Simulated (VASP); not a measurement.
# EuOs (Pm-3m) in VASP: further runs

EuOs is run at these levels: PBE+U; tasks: single point.

Everything below comes from runs of VASP 6.6.1. Logs are shortened: lines on timing, memory, paths and dates and some standing lists are left out, and cuts for length are marked.

### 1 The cell of the first run

It takes space group Pm-3m (No. 221, cubic). The conventional cell has a = 3.522 Å, b = 3.522 Å, c = 3.522 Å, α = 90.00°, β = 90.00°, γ = 90.00°. Within 4.0 Å of Eu (site symmetry m-3m) lie 8 Os at 3.05 Å and 6 Eu at 3.52 Å. Os (site symmetry m-3m) has 8 Eu at 3.05 Å and 6 Os at 3.52 Å within 4.0 Å.

### 2 Single point, PBE+U, collinear spin, antiferromagnetic start

The input, INCAR:

```
  PREC = Accurate
  ENCUT = 520
  EDIFF = 1E-7
  ISMEAR = 0
  SIGMA = 0.05
  LREAL = False
  LASPH = True
  NELM = 150
  ALGO = Normal
  ISIF = 2
  LWAVE = False
  LCHARG = False
  ISPIN = 2
  MAGMOM = 7 -7 0 0
  LORBIT = 11
  LMAXMIX = 6
  LDAU = True
  LDAUTYPE = 2
  LDAUL = 3 -1
  LDAUU = 6 0
  LDAUJ = 0 0
  LDAUPRINT = 1
  GGA = PE
  NBANDS = 37
```

The input, KPOINTS:

```
Automatic mesh
0
Gamma
  8 8 4
```

The input, POSCAR:

```
EuOs
1.0
    3.5222788475      0.0000000000      0.0000000000
    0.0000000000      3.5222788475      0.0000000000
    0.0000000000      0.0000000000      7.0445576950
Eu Os
2 2
Direct
    0.0000000000      0.0000000000      0.0000000000
    0.0000000000      0.0000000000      0.5000000000
    0.5000000000      0.5000000000      0.2500000000
    0.5000000000      0.5000000000      0.7500000000
```

Potentials or basis: VASP PAW PBE potentials, release 64 (Eu, Os).

Run with:

```
cat potpaw_PBE.64/Eu/POTCAR potpaw_PBE.64/Os/POTCAR > POTCAR
mpirun -np 1 vasp_std > vasp.out
```

OUTCAR:

```text
PREC = Accurate
   ENCUT = 520
   EDIFF = 1E-7
   ISMEAR = 0
   LREAL = False
   LASPH = True
   NELM = 150
   ISIF = 2
   ISPIN = 2
   LORBIT = 11
   GGA = PE

 ion  position               nearest neighbor table
   1  0.000  0.000  0.000-   3 3.05   4 3.05   3 3.05   4 3.05   3 3.05   4 3.05   3 3.05   4 3.05
                             2 3.52   2 3.52
   2  0.000  0.000  0.500-   3 3.05   4 3.05   3 3.05   4 3.05   3 3.05   4 3.05   3 3.05   4 3.05
                             1 3.52   1 3.52
   3  0.500  0.500  0.250-   1 3.05   2 3.05   1 3.05   2 3.05   1 3.05   2 3.05   1 3.05   2 3.05

   4  0.500  0.500  0.750-   1 3.05   2 3.05   1 3.05   2 3.05   1 3.05   2 3.05   1 3.05   2 3.05

  LATTYP: Found a simple tetragonal cell.
 ALAT       =     3.5222788475
 C/A-ratio  =     2.0000000000

  Lattice vectors:

 A1 = (   3.5222788475,   0.0000000000,   0.0000000000)
 A2 = (   0.0000000000,   3.5222788475,   0.0000000000)
 A3 = (   0.0000000000,   0.0000000000,   7.0445576950)

Analysis of symmetry for initial positions (statically):
=====================================================================
 Subroutine PRICEL returns following result:

  LATTYP: Found a simple cubic cell.
 ALAT       =     3.5222788475
[... 12 lines left out ...]
 Subroutine GETGRP returns: Found 16 space group operations
 (whereof 16 operations were pure point group operations)
 out of a pool of 16 trial point group operations.

The static configuration has the point symmetry D_4h.

Analysis of symmetry for dynamics (positions and initial velocities):
=====================================================================
 Subroutine PRICEL returns following result:

  LATTYP: Found a simple cubic cell.
 ALAT       =     3.5222788475
[... 12 lines left out ...]
 Subroutine GETGRP returns: Found 16 space group operations
 (whereof 16 operations were pure point group operations)
 out of a pool of 16 trial point group operations.

The dynamic configuration has the point symmetry D_4h.

Analysis of structural, dynamic, and magnetic symmetry:
=====================================================================
 Subroutine PRICEL returns following result:

  LATTYP: Found a simple cubic cell.
 ALAT       =     3.5222788475
[... 12 lines left out ...]
 Subroutine GETGRP returns: Found 16 space group operations
 (whereof 16 operations were pure point group operations)
 out of a pool of 16 trial point group operations.

The overall configuration has the point symmetry D_4h.

 Subroutine INISYM returns: Found 16 space group operations
 (whereof 16 operations are pure point group operations),
 and found     2 'primitive' translations

----------------------------------------------------------------------------------------

                                     Primitive cell

  volume of cell :      43.6990

  direct lattice vectors                    reciprocal lattice vectors
     3.522278847  0.000000000  0.000000000     0.283907108  0.000000000  0.000000000
     0.000000000  3.522278847  0.000000000     0.000000000  0.283907108  0.000000000
[... 177 lines left out ...]
  0.0036  0.0000 -0.0011 -0.0000  0.0000 -0.0000 -0.0000
  0.0000  0.0080  0.0000  0.0000 -0.0000 -0.0000 -0.0000
 -0.0011  0.0000  0.0042  0.0000  0.0000 -0.0000  0.0000
 -0.0000  0.0000  0.0000  0.0030 -0.0000 -0.0000 -0.0000
  0.0000 -0.0000  0.0000 -0.0000  0.0042  0.0000  0.0011
 -0.0000 -0.0000 -0.0000 -0.0000  0.0000  0.0050  0.0000
 -0.0000 -0.0000  0.0000 -0.0000  0.0011  0.0000  0.0036

spin component  2

  0.9904 -0.0000 -0.0015  0.0000 -0.0000 -0.0000 -0.0000
 -0.0000  0.1896 -0.0000 -0.0000  0.0000  0.0000  0.0000
 -0.0015 -0.0000  0.9911  0.0000  0.0000 -0.0000 -0.0000
  0.0000 -0.0000  0.0000  0.9892 -0.0000  0.0000  0.0000
 -0.0000  0.0000  0.0000 -0.0000  0.9911  0.0000  0.0015
 -0.0000  0.0000 -0.0000  0.0000  0.0000  0.9925 -0.0000
 -0.0000  0.0000 -0.0000  0.0000  0.0015 -0.0000  0.9904

 occupancies and eigenvectors

  o =  0.0028  v =  0.7961 -0.0000  0.6052  0.0000 -0.0001  0.0000  0.0001  0.0000  0.0000  0.0000  0.0000  0.0000  0.0000  0.0000      0.0000  0.0000  0.0000  0.0000  0.0000  0.0000  0.0000  0.0000  0.0000  0.0000  0.0000  0.0000  0.0000  0.0000
  o =  0.0028  v = -0.0001  0.0000 -0.0001 -0.0000 -0.6052 -0.0000  0.7961  0.0000  0.0000  0.0000  0.0000  0.0000  0.0000  0.0000      0.0000  0.0000  0.0000  0.0000  0.0000  0.0000  0.0000  0.0000  0.0000  0.0000  0.0000  0.0000  0.0000  0.0000
  o =  0.0030  v =  0.0000 -0.0000  0.0000 -1.0000  0.0000 -0.0000 -0.0000  0.0000  0.0000  0.0000  0.0000  0.0000  0.0000  0.0000      0.0000  0.0000  0.0000  0.0000  0.0000  0.0000  0.0000  0.0000  0.0000  0.0000  0.0000  0.0000  0.0000  0.0000
  o =  0.0050  v =  0.0000  0.0000 -0.0000 -0.0000  0.0000  1.0000  0.0000  0.0000  0.0000  0.0000  0.0000  0.0000  0.0000  0.0000      0.0000  0.0000  0.0000  0.0000  0.0000  0.0000  0.0000  0.0000  0.0000  0.0000  0.0000  0.0000  0.0000  0.0000
  o =  0.0051  v = -0.6052 -0.0000  0.7961  0.0000 -0.0000  0.0000 -0.0000  0.0000  0.0000  0.0000  0.0000  0.0000  0.0000  0.0000      0.0000  0.0000  0.0000  0.0000  0.0000  0.0000  0.0000  0.0000  0.0000  0.0000  0.0000  0.0000  0.0000  0.0000
  o =  0.0051  v =  0.0000  0.0000 -0.0000  0.0000 -0.7961  0.0000 -0.6052  0.0000  0.0000  0.0000  0.0000  0.0000  0.0000  0.0000      0.0000  0.0000  0.0000  0.0000  0.0000  0.0000  0.0000  0.0000  0.0000  0.0000  0.0000  0.0000  0.0000  0.0000
  o =  0.0080  v =  0.0000  1.0000  0.0000 -0.0000  0.0000 -0.0000 -0.0000  0.0000  0.0000  0.0000  0.0000  0.0000  0.0000  0.0000      0.0000  0.0000  0.0000  0.0000  0.0000  0.0000  0.0000  0.0000  0.0000  0.0000  0.0000  0.0000  0.0000  0.0000
  o =  0.1896  v =  0.0000  0.0000  0.0000  0.0000  0.0000  0.0000  0.0000 -0.0000 -1.0000 -0.0000 -0.0000 -0.0000  0.0000  0.0000      0.0000  0.0000  0.0000  0.0000  0.0000  0.0000  0.0000  0.0000  0.0000  0.0000  0.0000  0.0000  0.0000  0.0000
  o =  0.9892  v =  0.0000  0.0000  0.0000  0.0000  0.0000  0.0000  0.0000 -0.0000 -0.0000 -0.0000  1.0000 -0.0000 -0.0000  0.0000      0.0000  0.0000  0.0000  0.0000  0.0000  0.0000  0.0000  0.0000  0.0000  0.0000  0.0000  0.0000  0.0000  0.0000
  o =  0.9892  v =  0.0000  0.0000  0.0000  0.0000  0.0000  0.0000  0.0000 -0.0026 -0.0000 -0.0021  0.0000  0.6225 -0.0000 -0.7826      0.0000  0.0000  0.0000  0.0000  0.0000  0.0000  0.0000  0.0000  0.0000  0.0000  0.0000  0.0000  0.0000  0.0000
  o =  0.9892  v =  0.0000  0.0000  0.0000  0.0000  0.0000  0.0000  0.0000  0.7826 -0.0000  0.6225  0.0000  0.0021 -0.0000 -0.0026      0.0000  0.0000  0.0000  0.0000  0.0000  0.0000  0.0000  0.0000  0.0000  0.0000  0.0000  0.0000  0.0000  0.0000
  o =  0.9923  v =  0.0000  0.0000  0.0000  0.0000  0.0000  0.0000  0.0000  0.0009 -0.0000 -0.0012 -0.0000  0.7826  0.0000  0.6225      0.0000  0.0000  0.0000  0.0000  0.0000  0.0000  0.0000  0.0000  0.0000  0.0000  0.0000  0.0000  0.0000  0.0000
  o =  0.9923  v =  0.0000  0.0000  0.0000  0.0000  0.0000  0.0000  0.0000 -0.6225 -0.0000  0.7826 -0.0000  0.0012  0.0000  0.0009      0.0000  0.0000  0.0000  0.0000  0.0000  0.0000  0.0000  0.0000  0.0000  0.0000  0.0000  0.0000  0.0000  0.0000
  o =  0.9925  v =  0.0000  0.0000  0.0000  0.0000  0.0000  0.0000  0.0000 -0.0000 -0.0000  0.0000 -0.0000  0.0000 -1.0000  0.0000      0.0000  0.0000  0.0000  0.0000  0.0000  0.0000  0.0000  0.0000  0.0000  0.0000  0.0000  0.0000  0.0000  0.0000

 number of electron      49.9999997 magnetization       0.0000000

 Free energy of the ion-electron system (eV)
  ---------------------------------------------------
  ext. energy  EPLUGINS =         0.00000000
  ---------------------------------------------------
  free energy    TOTEN  =       -40.56826771 eV

  energy without entropy =      -40.56129378  energy(sigma->0) =      -40.56478075

 E-fermi :   4.3085     XC(G=0): -11.7253

 val. band max:        4.3056821714   @ k =   0.3750   0.1250   0.2500
 cond. band min:       4.3114042226   @ k =   0.3750   0.3750   0.2500
 fundamental gap:      0.0057220513
 Fermi energy:         4.3085035203

 spin component 1

 k-point     1 :       0.0000    0.0000    0.0000
  band No.  band energies     occupation
      1     -37.2262      1.00000
      2     -34.4180      1.00000
      3     -15.8638      1.00000
      4     -15.4635      1.00000
      5     -15.4635      1.00000
      6     -13.7919      1.00000
[... 1913 lines left out ...]
     36      10.0598      0.00000
     37      10.1674      0.00000

 [... further k-points ...]

------------------------ aborting loop because EDIFF is reached ----------------------------------------

  FORCE on cell =-STRESS in cart. coord.  units (eV):
  Direction    XX          YY          ZZ          XY          YZ          ZX
  --------------------------------------------------------------------------------------
  -------------------------------------------------------------------------------------
  Total       -2.4693143     -2.4693143     -2.4393766      0.0000000      0.0000000      0.0000000
  in kB      -45.2674214    -45.2674214    -44.7186035      0.0000000      0.0000000      0.0000000
  external PRESSURE =     -45.0844821 kB  Pullay stress =       0.0000000 kB

 VOLUME and BASIS-vectors are now :
 -----------------------------------------------------------------------------
  energy-cutoff  :      520.00
  volume of cell :       87.40
      direct lattice vectors                 reciprocal lattice vectors
     3.522278847  0.000000000  0.000000000     0.283907108  0.000000000  0.000000000
     0.000000000  3.522278847  0.000000000     0.000000000  0.283907108  0.000000000
     0.000000000  0.000000000  7.044557695     0.000000000  0.000000000  0.141953554

 POSITION                                       TOTAL-FORCE (eV/Angst)
 -----------------------------------------------------------------------------------
      0.00000      0.00000      0.00000        -0.000000      0.000000     -0.000000
      0.00000      0.00000      3.52228        -0.000000      0.000000     -0.000000
      1.76114      1.76114      1.76114         0.000000      0.000000     -0.000000
      1.76114      1.76114      5.28342         0.000000      0.000000      0.000000
 -----------------------------------------------------------------------------------
    total drift:                               -0.000000      0.000000      0.000000

  FREE ENERGIE OF THE ION-ELECTRON SYSTEM (eV)
  ---------------------------------------------------
  free  energy   TOTEN  =       -40.5682677089 eV

  energy  without entropy=      -40.5612937835  energy(sigma->0) =      -40.56478075

 total charge

# of ion       s       p       d       f       tot
--------------------------------------------------
    1        2.082   5.707   0.696   6.158  14.644
    2        2.082   5.707   0.696   6.158  14.644
    3        0.642   0.234   6.082   0.000   6.959
    4        0.642   0.234   6.082   0.000   6.959
--------------------------------------------------
tot          5.449  11.883  13.557  12.316  43.205

 magnetization (x)

# of ion       s       p       d       f       tot
--------------------------------------------------
    1       -0.001  -0.085   0.121   6.097   6.132
    2        0.001   0.085  -0.121  -6.097  -6.132
    3        0.000   0.000   0.000   0.000   0.000
    4        0.000   0.000   0.000   0.000   0.000
--------------------------------------------------
tot          0.000   0.000   0.000   0.000   0.000
```

Wall time 12 min (1 thread of Intel Xeon Platinum 8488C (Sapphire Rapids), shared host); peak memory 0.4 GiB.

Results:

| Property | Result |
| --- | --- |
| Free energy | -40.5683 eV |
| Pressure | -4.5 GPa |
| Band gap on the k mesh | zero (filled and empty bands overlap) |
| Net moment | 0.00 μB per cell |
| Site moments | Eu +6.13, -6.13; Os +0.00 μB |
| Valence electrons inside the program's atomic spheres | Eu 14.64; Os 6.96 |

Eigenvalues of the final occupation matrices:
```tsv
site	spin	trace	eigenvalues
site 1 f	1	6.13	0.19 0.99 0.99 0.99 0.99 0.99 0.99
site 1 f	2	0.03	0.00 0.00 0.00 0.01 0.01 0.01 0.01
site 2 f	1	0.03	0.00 0.00 0.00 0.01 0.01 0.01 0.01
site 2 f	2	6.13	0.19 0.99 0.99 0.99 0.99 0.99 0.99
```

Caveat: the cell stands under tension; the antiferromagnetic order is the one typed at the start, and another may lie lower; spin-orbit coupling is left out, which moves the levels of the heavy elements.

### 3 Single point, PBE+U, collinear spin, antiferromagnetic start

This run uses another cell than the first one, of the same volume but with other edges.

The input, INCAR:

```
PREC = Accurate ; ENCUT = 520
EDIFF = 1E-7 ; ISMEAR = 0
SIGMA = 0.05 ; LREAL = False
LASPH = True ; NELM = 150
ALGO = Normal ; ISIF = 2
LWAVE = False ; LCHARG = True
ISPIN = 2 ; MAGMOM = 7 -7 0 0
LORBIT = 11 ; LMAXMIX = 6
LDAU = True ; LDAUTYPE = 2
LDAUL = 3 -1 ; LDAUU = 6 0
LDAUJ = 0 0 ; LDAUPRINT = 1
GGA = PE ; LELF = True
LVHAR = True ; NBANDS = 37
```

The input, KPOINTS:

```
regular mesh
0
Gamma
  8 8 4
```

The input, POSCAR:

```
EuOs
1.0
    3.5222788475      0.0000000000      0.0000000000
    0.0000000000      3.5222788475      3.5222788475
    0.0000000000      0.0000000000      7.0445576950
Eu Os
2 2
Direct
    0.0000000000      0.0000000000      0.0000000000
    0.0000000000      0.0000000000      0.5000000000
    0.5000000000      0.5000000000      0.0000000000
    0.5000000000      0.5000000000      0.5000000000
```

Potentials or basis: VASP PAW PBE potentials, release 64 (Eu, Os).

Run with:

```
cat potpaw_PBE.64/Eu/POTCAR potpaw_PBE.64/Os/POTCAR > POTCAR
mpirun -np 1 vasp_std > vasp.out
```

It took 49 min on 1 thread of Intel Xeon Platinum 8488C (Sapphire Rapids), shared host; peak memory 0.5 GiB.

Results (log left out):

```yaml
Free_energy: -40.5408 eV
Pressure: -4.6 GPa
Band_gap_on_the_k_mesh: zero (filled and empty bands overlap)
Net_moment: 0.00 μB per cell
Site_moments: Eu +6.09, -6.09; Os +0.00 μB
Valence_electrons_inside_the_program's_atomic_spheres: Eu 14.63; Os 6.96
```

Stress tensor (GPa, compression positive):
```
-4.51  0.00  0.00
 0.00 -4.61  0.00
 0.00  0.00 -4.61
```

Levels at points of the mesh, in eV from the Fermi level:
Spin up:
```tsv
k point	band 22	band 23	band 24	band 25	band 26	band 27	band 28	band 29
(0.00, 0.00, 0.00)	-0.27	-0.26	-0.26	0.37	1.07	1.22	2.73	2.73
(0.50, 0.00, 0.00)	-0.39	-0.38	-0.31	-0.31	-0.31	0.64	1.14	1.14
(0.00, 0.50, 0.00)	-0.33	-0.32	-0.32	-0.29	0.11	1.14	1.14	1.42
(0.50, 0.50, 0.00)	-1.45	0.33	1.07	1.07	1.22	1.22	2.47	2.73
(0.00, 0.00, 0.50)	-0.86	-0.58	-0.53	-0.39	-0.21	0.70	2.38	2.88
(0.50, 0.00, 0.50)	-0.92	-0.85	-0.63	0.38	0.43	0.65	1.24	1.36
```
Spin down:
```tsv
k point	band 22	band 23	band 24	band 25	band 26	band 27	band 28	band 29
(0.00, 0.00, 0.00)	-0.27	-0.26	-0.26	0.37	1.07	1.22	2.73	2.73
(0.50, 0.00, 0.00)	-0.39	-0.38	-0.31	-0.31	-0.31	0.64	1.14	1.14
(0.00, 0.50, 0.00)	-0.33	-0.32	-0.32	-0.29	0.11	1.14	1.14	1.42
(0.50, 0.50, 0.00)	-1.45	0.33	1.07	1.07	1.22	1.22	2.47	2.73
(0.00, 0.00, 0.50)	-0.86	-0.58	-0.53	-0.39	-0.21	0.70	2.38	2.88
(0.50, 0.00, 0.50)	-0.92	-0.85	-0.63	0.38	0.43	0.65	1.24	1.36
```

Eigenvalues of the final occupation matrices:
```tsv
site	spin	trace	eigenvalues
site 1 f	1	6.12	0.18 0.99 0.99 0.99 0.99 0.99 0.99
site 1 f	2	0.03	0.00 0.00 0.00 0.01 0.01 0.01 0.01
site 2 f	1	0.03	0.00 0.00 0.00 0.01 0.01 0.01 0.01
site 2 f	2	6.12	0.18 0.99 0.99 0.99 0.99 0.99 0.99
```

Caveat: the cell stands under tension; the antiferromagnetic order is the one typed at the start, and another may lie lower; spin-orbit coupling is left out, which moves the levels of the heavy elements. The state reached can hang on the start; a lower one may exist.

The gap in the log of VASP goes by the Fermi energy; the results here count the filled bands.